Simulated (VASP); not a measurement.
Runs of VASP 6.6.1 on SnSe. The structure is that of space group P4/nmm (No. 129), or close to it. The cells are those of the table. 

```tsv
cell	gap on the mesh (eV)	largest force (eV/Å)
a = 4.157, b = 4.157, c = 11.156 Å, 4 atoms	1.37	0.11
a = 4.221, b = 4.221, c = 10.826 Å, 4 atoms	(a)	0.36
a = 4.157, b = 4.157, c = 11.320 Å, 4 atoms	1.35	0.27
a = 4.285, b = 4.285, c = 10.661 Å, 4 atoms	1.69	0.55
```

Alike in all rows: task single point; level r2SCAN; potentials or basis VASP PAW PBE potentials, release 64 (Sn_d, Se); no spin polarisation; k mesh 6 × 6 × 4; cutoff (eV) 520; smearing gaussian 0.05 eV.

Task: Fill in the values left out.

Result: (a) 1.65.

Caveats: the PAW data sets were made with another functional, which shifts forces and pressure a little; spin-orbit coupling is left out, which moves the levels of the heavy elements; there is no dipole correction, which matters where the two faces differ (at least some runs).

A k mesh can miss the band edges, and the runs leave out spin-orbit coupling on Se, Sn.
